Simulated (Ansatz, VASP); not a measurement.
One calculation of Mg2CdS3, two programs

```
CELL_PARAMETERS angstrom
3.65601 -0.05534 0.01022
-0.09586 6.54090 -0.01280
0.02507 -0.01812 9.14818
ATOMIC_POSITIONS crystal
Mg 0.99969 0.32466 0.66074
Mg 0.50547 0.84236 0.66305
Mg 0.48248 0.17556 0.32890
Mg 0.01544 0.65745 0.33940
Cd 0.49515 0.50481 0.99513
Cd 0.02050 0.99983 0.00325
S 0.99147 0.00747 0.50054
S 0.49678 0.49988 0.50539
S 0.00636 0.34421 0.18420
S 0.50856 0.83598 0.17930
S 0.49061 0.15489 0.82234
S 0.98750 0.65289 0.81775
```

Change from the starting cell: cell x2, atoms moved at random (sigma 0.05 Å) and cell strained at random (1.5 %), then relaxed without symmetry.

Alike in both runs: task relaxation of cell and atoms; functional PBE; k mesh 4 × 2 × 2; occupations gaussian, width 0.1 eV; no spin polarisation.

|  | VASP | Ansatz |
| --- | --- | --- |
| version | VASP 6.6.1 | Ansatz 0.2.0 |
| potentials or method | VASP PAW PBE potentials, release 64 (Mg, Cd, S), cutoff 600 eV | scalar-relativistic, plane waves, PAW |
| valence electrons in the cell | 68 | 116 |

|  | VASP | Ansatz | Ansatz less VASP |
| --- | --- | --- | --- |
| gap on the k mesh at the Fermi level, each at its own relaxed structure (eV) | 1.67 | 1.68 | +0.012 |
| relaxed volume (Å³/atom) | 18.88 | 18.89 | +0.010 |
| relaxed length of the cell vector where the two differ most in proportion (Å) | 6.512 | 6.515 | +0.0021 |

VASP's potentials hold 68 valence electrons a cell and Ansatz's 116, so a difference there can come from the potentials and not from the codes.

The k mesh is coarse, so the values compare programs but aren't converged.
